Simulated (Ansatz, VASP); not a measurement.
One calculation of C, two programs

File INCAR:

```
  PREC = Accurate
  ENCUT = 520
  EDIFF = 1E-6
  ISMEAR = 0
  SIGMA = 0.05
  LREAL = False
  LASPH = True
  NELM = 100
  ALGO = Normal
  ISIF = 2
  LWAVE = False
  LCHARG = False
  GGA = PS
  NBANDS = 11
```

The input KPOINTS:

```
regular mesh
0
Gamma
  15 15 15
```

POSCAR

```
C
1.0
    1.1973256878      0.6912763082      3.5143613814
   -1.1973256878      0.6912763082      3.5143613814
    0.0000000000     -1.3825526163      3.5143613814
C
2
Direct
    0.1640000000      0.1640000000      0.1640000000
    0.8360000000      0.8360000000      0.8360000000
```

Input for Ansatz:

```yaml
crystal:
  lattice:
    - [1.1973256878, 0.6912763082, 3.5143613814]
    - [-1.1973256878, 0.6912763082, 3.5143613814]
    - [0.0, -1.3825526163, 3.5143613814]
  atoms:
    - { symbol: C, position: [0.164, 0.164, 0.164] }
    - { symbol: C, position: [0.836, 0.836, 0.836] }
basis:
  ecutwfc: 420
kpoints:
  mp_grid: { grid: [15, 15, 15] }
hamiltonian:
  xc: pbesol
scf:
  occupations: { method: gaussian, width: 0.05 }
output:
  forces: true
  stress: true
  eigenvalues: true
```

Change from the starting cell: strain -0.025 along x and y, +0.050 along z, atoms carried along.

Alike in both runs: task single point; functional PBEsol; k mesh 15 × 15 × 15; occupations gaussian, width 0.05 eV; no spin polarisation.

|  | VASP | Ansatz |
| --- | --- | --- |
| version | VASP 6.6.1 | Ansatz 0.2.0 |
| potentials or method | VASP PAW PBE potentials, release 64 (C), cutoff 520 eV | scalar-relativistic, plane waves, PAW |
| valence electrons in the cell | 8 | 8 |

|  | VASP | Ansatz | Ansatz less VASP |
| --- | --- | --- | --- |
| gap on the k mesh at the Fermi level (eV) | 0.56 | 0.56 | 0.000 |
| least direct gap on the mesh (eV) | 0.56 | 0.56 | 0.000 |
| pressure (GPa) | 24.3 | 23.6 | -0.69 |
| traceless stress, the component that is largest in VASP (GPa) | -24.73 | -23.93 | +0.805 |
| rms of the force components (eV/Å) | 0.520 | 0.522 | +0.0021 |

VASP's potentials were made for PBE, not for PBEsol. Atom by atom the forces differ by 0.002 eV/Å (rms over components). The functional is the same, so the differences come from potentials, cutoffs and numerics.
